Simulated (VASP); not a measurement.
# InAs (I-4m2) in VASP: further runs

InAs is run at these levels: PBEsol; tasks: single point.

All numbers are computed with VASP 6.6.1; they aren't measurements. Logs are shortened: lines on timing, memory, paths and dates and some standing lists are left out, and cuts for length are marked.

### Step 1. The cell of the first run

The structure is tetragonal, space group I-4m2 (No. 119). Conventional cell: a = 4.277 Å, b = 4.277 Å, c = 5.806 Å, α = 90.00°, β = 90.00°, γ = 90.00°. Within 3.4 Å of In (site symmetry -4m2) lie 4 As at 2.58 Å. Within 3.4 Å of As (site symmetry -4m2) lie 4 In at 2.58 Å.

### Step 2. Single point, PBEsol (strain -0.0400 x Voigt [0, 0, 1, 0, 0, 0])

INCAR reads:

```
SYSTEM = InAs
PREC     = Accurate       ! precision mode
ENCUT    = 520            ! plane-wave cutoff, eV
EDIFF    = 1E-6           ! SCF threshold, eV
ISMEAR   = 0              ! smearing method
SIGMA    = 0.15           ! smearing width, eV
LREAL    = .False.        ! projectors in reciprocal space
LASPH    = .True.         ! aspherical terms in the spheres
NELM     = 80             ! most SCF steps
ALGO     = Normal         ! electronic algorithm
ISIF     = 2              ! what is computed and relaxed
LWAVE    = .False.        ! write WAVECAR
LCHARG   = .False.        ! write CHGCAR
GGA      = PS             ! functional
NBANDS   = 16             ! bands
```

KPOINTS reads:

```
Automatic mesh
0
Gamma
  14 14 14
  0 0 0
```

POSCAR reads:

```
InAs
1.0
    0.0000000000      3.0240000000      2.9030400000
    3.0240000000      0.0000000000      2.9030400000
    3.0240000000      3.0240000000      0.0000000000
In As
1 1
Direct
    0.0000000000      0.0000000000      0.0000000000
    0.7500000000      0.7500000000      0.7500000000
```

Potentials or basis: VASP PAW PBE potentials, release 64 (In_d, As).

Run with:

```
> cat potpaw_PBE.64/In_d/POTCAR potpaw_PBE.64/As/POTCAR > POTCAR
> mpirun -np 1 vasp_std > vasp.out
```

OUTCAR:

```text
SYSTEM = InAs
   PREC = Accurate
   ENCUT = 520
   EDIFF = 1E-6
   ISMEAR = 0
   LREAL = .False.
   LASPH = .True.
   NELM = 80
   ISIF = 2
   GGA = PS

 ion  position               nearest neighbor table
   1  0.000  0.000  0.000-   2 2.58   2 2.58   2 2.58   2 2.58
   2  0.750  0.750  0.750-   1 2.58   1 2.58   1 2.58   1 2.58

  LATTYP: Found a body centered tetragonal cell.
 ALAT       =     4.2765818126
 C/A-ratio  =     1.3576450199

  Lattice vectors:

 A1 = (   0.0000000000,  -3.0240000000,  -2.9030400000)
 A2 = (   0.0000000000,   3.0240000000,  -2.9030400000)
 A3 = (   3.0240000000,   0.0000000000,   2.9030400000)

Analysis of symmetry for initial positions (statically):
=====================================================================
 Subroutine PRICEL returns:
 Original cell was already a primitive cell.

 Routine SETGRP: Setting up the symmetry group for a
 body centered tetragonal supercell.

 Subroutine GETGRP returns: Found  8 space group operations
 (whereof  8 operations were pure point group operations)
 out of a pool of 16 trial point group operations.

The static configuration has the point symmetry D_2d.

Analysis of symmetry for dynamics (positions and initial velocities):
=====================================================================
 Subroutine PRICEL returns:
 Original cell was already a primitive cell.

 Routine SETGRP: Setting up the symmetry group for a
 body centered tetragonal supercell.

 Subroutine GETGRP returns: Found  8 space group operations
 (whereof  8 operations were pure point group operations)
 out of a pool of 16 trial point group operations.

The dynamic configuration has the point symmetry D_2d.

 Subroutine INISYM returns: Found  8 space group operations
 (whereof  8 operations are pure point group operations),
 and found     1 'primitive' translations

----------------------------------------------------------------------------------------

                                     Primitive cell

  volume of cell :      53.0941

  direct lattice vectors                    reciprocal lattice vectors
     0.000000000  3.024000000  2.903040000    -0.165343915  0.165343915  0.172233245
     3.024000000  0.000000000  2.903040000     0.165343915 -0.165343915  0.172233245
     3.024000000  3.024000000  0.000000000     0.165343915  0.165343915 -0.172233245

  length of vectors
     4.191922857  4.191922857  4.276581813     0.290416100  0.290416100  0.290416100

  position of ions in fractional coordinates (direct lattice)
     0.000000000  0.000000000  0.000000000
     0.750000000  0.750000000  0.750000000

[... 77 lines left out ...]
   LREAL  =      F    real-space projection
   EDIFFG = 0.1E-04   stopping-criterion for IOM
   NSW    =      0    number of steps for IOM
   IBRION =     -1    ionic relax: 0-MD 1-quasi-New 2-CG
   NFREE  =      0    steps in history (QN), initial steepest desc. (CG)
   ISIF   =      2    stress and relaxation
   ISYM   =      2    0-nonsym 1-usesym 2-fastsym
   POTIM  = 0.5000    time-step for ionic-motion
   TEBEG  =    0.0;   TEEND  =   0.0 temperature during run
   PSTRESS=    0.0 pullay stress
   NELECT =      18.0000    total number of electrons
   NUPDOWN=      -1.0000    fix difference up-down
   EMIN   =  10.00;   EMAX   =-10.00  energy-range for DOS
   EFERMI =   0.00;   METHOD = LEGACY
   ISMEAR =     0;   SIGMA  =   0.15  broadening in eV -4-tet -1-fermi 0-gaus
   EFERMI_NEDOS =   21; number of points for ismear=-14 and -15
   IALGO  =     38    algorithm
   IMIX   =      4    mixing-type and parameters
     AMIX     =   0.40;   BMIX     =  1.00
     AMIX_MAG =   1.60;   BMIX_MAG =  1.00
  volume/ion in A,a.u.               =      26.55       179.15
  Fermi-wavevector in a.u.,A,eV,Ry     =   1.141520  2.157160 17.729311  1.303068
  Thomas-Fermi vector in A             =   2.278220
   LORBIT       =      0    0 simple, 1 ext, 2 COOP (PROOUT), +10 PAW based schemes
   GGA     = PS    functional components
   LHFCALC =     F    Hartree Fock is set to
   AEXX    =    0.0000 exact exchange contribution
   IVDW    =     0    specifies the selected vdW correction
   LEPSILON=     F    determine dielectric tensor
   LRPA    =     F    only Hartree local field effects (RPA)
 non-spin polarized calculation
 Gauss-broadening in eV      SIGMA  =   0.15
  energy-cutoff  :      520.00
  volume of cell :       53.09
 maximum number of plane-waves:      1452
   NGX = 15   NGY = 15   NGZ = 15

 number of electron      18.0000000 magnetization

 Free energy of the ion-electron system (eV)
  ---------------------------------------------------
  ext. energy  EPLUGINS =         0.00000000
  ---------------------------------------------------
  free energy    TOTEN  =        -8.44515523 eV

  energy without entropy =       -8.44501115  energy(sigma->0) =       -8.44508319

 E-fermi :   4.9602     XC(G=0):  -9.4634

 val. band max:        4.9171856894   @ k =   0.0000   0.0000   0.0000
 cond. band min:       5.5812037453   @ k =   0.0714  -0.0000   0.0000
 fundamental gap:      0.6640180559
 Fermi energy:         4.9602047185

 k-point     1 :       0.0000    0.0000    0.0000
  band No.  band energies     occupation
      1      -9.6379      2.00000
      2      -9.6379      2.00000
      3      -9.6238      2.00000
      4      -9.4904      2.00000
      5      -9.4865      2.00000
      6      -7.3666      2.00000
[... 433 lines left out ...]
      3      -9.6015      2.00000
      4      -9.5053      2.00000
      5      -9.4745      2.00000
      6      -6.5592      2.00000
[... 8 lines left out ...]
     15      14.5137      0.00000
     16      14.5847      0.00000

 [... further k-points ...]

------------------------ aborting loop because EDIFF is reached ----------------------------------------

  FORCE on cell =-STRESS in cart. coord.  units (eV):
  Direction    XX          YY          ZZ          XY          YZ          ZX
  --------------------------------------------------------------------------------------
  -------------------------------------------------------------------------------------
  Total        1.1679763      1.1679763      1.5650602      0.0000000      0.0000000      0.0000000
  in kB       35.2450422     35.2450422     47.2275102      0.0000000      0.0000000      0.0000000
  external PRESSURE =      39.2391982 kB  Pullay stress =       0.0000000 kB

 VOLUME and BASIS-vectors are now :
 -----------------------------------------------------------------------------
  energy-cutoff  :      520.00
  volume of cell :       53.09
      direct lattice vectors                 reciprocal lattice vectors
     0.000000000  3.024000000  2.903040000    -0.165343915  0.165343915  0.172233245
     3.024000000  0.000000000  2.903040000     0.165343915 -0.165343915  0.172233245
     3.024000000  3.024000000  0.000000000     0.165343915  0.165343915 -0.172233245

 POSITION                                       TOTAL-FORCE (eV/Angst)
 -----------------------------------------------------------------------------------
      0.00000      0.00000      0.00000         0.000000      0.000000      0.000000
      4.53600      4.53600      4.35456        -0.000000     -0.000000     -0.000000
 -----------------------------------------------------------------------------------
    total drift:                               -0.000000     -0.000000      0.000001

  FREE ENERGIE OF THE ION-ELECTRON SYSTEM (eV)
  ---------------------------------------------------
  free  energy   TOTEN  =        -8.4451552345 eV

  energy  without entropy=       -8.4450111494  energy(sigma->0) =       -8.44508319
```

stdout:

```text
POSCAR found type information on POSCAR InAs
 POSCAR found :  2 types and       2 ions
 scaLAPACK will be used
 -----------------------------------------------------------------------------
|                                                                             |
|                                                                             |
|     You enforced a specific xc type in the INCAR file but a different       |
|     I HOPE YOU KNOW WHAT YOU ARE DOING!                                     |
|                                                                             |
 -----------------------------------------------------------------------------

 LDA part: xc-table for (Slater+PW92), standard interpolation
 POSCAR, INCAR and KPOINTS ok, starting setup
 FFT: planning ... GRIDC
 FFT: planning ... GRID_SOFT
 FFT: planning ... GRID
 WAVECAR not read
 entering main loop
```

Run time: 97 s. Hardware: 1 thread of AMD EPYC 9R45 (Zen 5), shared host; peak memory 0.31 GiB.

Results:

```
Free energy : -8.4452 eV
Pressure    : 3.9 GPa
```

Stress tensor (GPa, compression positive):
```
3.52 0.00 0.00
0.00 3.52 0.00
0.00 0.00 4.72
```

Levels at points of the mesh, in eV from the Fermi level:
```tsv
k point	band 5	band 6	band 7	band 8	band 9	band 10	band 11	band 12	band 13	band 14
(0.00, 0.00, 0.00)	-14.45	-12.33	-0.26	-0.24	-0.24	-0.04	3.66	3.74	3.74	7.30
(0.50, 0.00, 0.00)	-14.43	-10.71	-6.19	-1.36	-1.09	0.77	4.34	4.64	6.60	8.92
(0.50, 0.50, 0.00)	-14.42	-10.03	-6.06	-2.81	-2.81	1.07	1.56	9.33	9.33	9.40
(0.50, 0.00, 0.50)	-14.42	-10.16	-6.31	-2.58	-2.56	1.27	1.94	9.03	9.08	9.46
```

Caveat: the cell differs from its parent crystal (strain -0.0400 x Voigt [0, 0, 1, 0, 0, 0]); the PAW data sets were made with another functional, which shifts forces and pressure a little; spin-orbit coupling is left out, which moves the levels of the heavy elements.

### Step 3. Single point, PBEsol (strain -0.0300 x Voigt [0, 0, 1, 0, 0, 0])

INCAR reads:

```
SYSTEM = InAs
PREC = Accurate ; ENCUT = 520
EDIFF = 1E-6 ; ISMEAR = 0
SIGMA = 0.15 ; LREAL = .FALSE.
LASPH = .TRUE. ; NELM = 100
ALGO = Normal ; ISIF = 2
LWAVE = .FALSE. ; LCHARG = .FALSE.
GGA = PS ; NBANDS = 16
```

KPOINTS reads:

```
Automatic mesh
0
G
  14 14 14
  0 0 0
```

POSCAR reads:

```
InAs
1.0
    0.0000000000      3.0240000000      2.9332800000
    3.0240000000      0.0000000000      2.9332800000
    3.0240000000      3.0240000000      0.0000000000
In As
1 1
Direct
    0.0000000000      0.0000000000      0.0000000000
    0.7500000000      0.7500000000      0.7500000000
```

Potentials or basis: VASP PAW PBE potentials, release 64 (In_d, As).

Run with:

```
> cat potpaw_PBE.64/In_d/POTCAR potpaw_PBE.64/As/POTCAR > POTCAR
> mpirun -np 1 vasp_std > vasp.out
```

OUTCAR:

```text
SYSTEM = InAs
   PREC = Accurate
   ENCUT = 520
   EDIFF = 1E-6
   ISMEAR = 0
   LREAL = .FALSE.
   LASPH = .TRUE.
   NELM = 100
   ISIF = 2
   GGA = PS

 ion  position               nearest neighbor table
   1  0.000  0.000  0.000-   2 2.59   2 2.59   2 2.59   2 2.59
   2  0.750  0.750  0.750-   1 2.59   1 2.59   1 2.59   1 2.59

  LATTYP: Found a body centered tetragonal cell.
 ALAT       =     4.2765818126
 C/A-ratio  =     1.3717871555

  Lattice vectors:

[... 644 lines left out ...]

  FORCE on cell =-STRESS in cart. coord.  units (eV):
  Direction    XX          YY          ZZ          XY          YZ          ZX
  --------------------------------------------------------------------------------------
  -------------------------------------------------------------------------------------
  Total        0.9663353      0.9663353      1.2787274      0.0000000      0.0000000     -0.0000000
  in kB       28.8596678     28.8596678     38.1892785      0.0000000      0.0000000     -0.0000000
  external PRESSURE =      31.9695380 kB  Pullay stress =       0.0000000 kB

 VOLUME and BASIS-vectors are now :
 -----------------------------------------------------------------------------
  energy-cutoff  :      520.00
  volume of cell :       53.65
      direct lattice vectors                 reciprocal lattice vectors
     0.000000000  3.024000000  2.933280000    -0.165343915  0.165343915  0.170457645
     3.024000000  0.000000000  2.933280000     0.165343915 -0.165343915  0.170457645
     3.024000000  3.024000000  0.000000000     0.165343915  0.165343915 -0.170457645

 POSITION                                       TOTAL-FORCE (eV/Angst)
 -----------------------------------------------------------------------------------
      0.00000      0.00000      0.00000         0.000000      0.000000      0.000000
      4.53600      4.53600      4.39992        -0.000000     -0.000000      0.000000
 -----------------------------------------------------------------------------------
    total drift:                                0.000000      0.000000      0.000000

  FREE ENERGIE OF THE ION-ELECTRON SYSTEM (eV)
  ---------------------------------------------------
  free  energy   TOTEN  =        -8.4600452274 eV

  energy  without entropy=       -8.4598926933  energy(sigma->0) =       -8.45996896
```

It took 1.7 min on 1 thread of AMD EPYC 9R45 (Zen 5), shared host; peak memory 0.31 GiB.

Results:

| Item | Value |
| --- | --- |
| Free energy | -8.4600 eV |
| Pressure | 3.2 GPa |

Levels at points of the mesh, in eV from the Fermi level:
| k point | band 5 | band 6 | band 7 | band 8 | band 9 | band 10 | band 11 | band 12 | band 13 | band 14 |
| --- | --- | --- | --- | --- | --- | --- | --- | --- | --- | --- |
| (0.00, 0.00, 0.00) | -14.41 | -12.24 | -0.29 | -0.20 | -0.20 | -0.06 | 3.68 | 3.74 | 3.74 | 7.28 |
| (0.50, 0.00, 0.00) | -14.40 | -10.66 | -6.13 | -1.30 | -1.10 | 0.77 | 4.38 | 4.60 | 6.60 | 8.89 |
| (0.50, 0.50, 0.00) | -14.38 | -10.02 | -6.05 | -2.72 | -2.72 | 1.13 | 1.64 | 9.27 | 9.27 | 9.29 |
| (0.50, 0.00, 0.50) | -14.39 | -10.11 | -6.23 | -2.55 | -2.53 | 1.28 | 1.92 | 9.01 | 9.10 | 9.38 |

Caveat: the cell differs from its parent crystal (strain -0.0300 x Voigt [0, 0, 1, 0, 0, 0]); the PAW data sets were made with another functional, which shifts forces and pressure a little; spin-orbit coupling is left out, which moves the levels of the heavy elements.
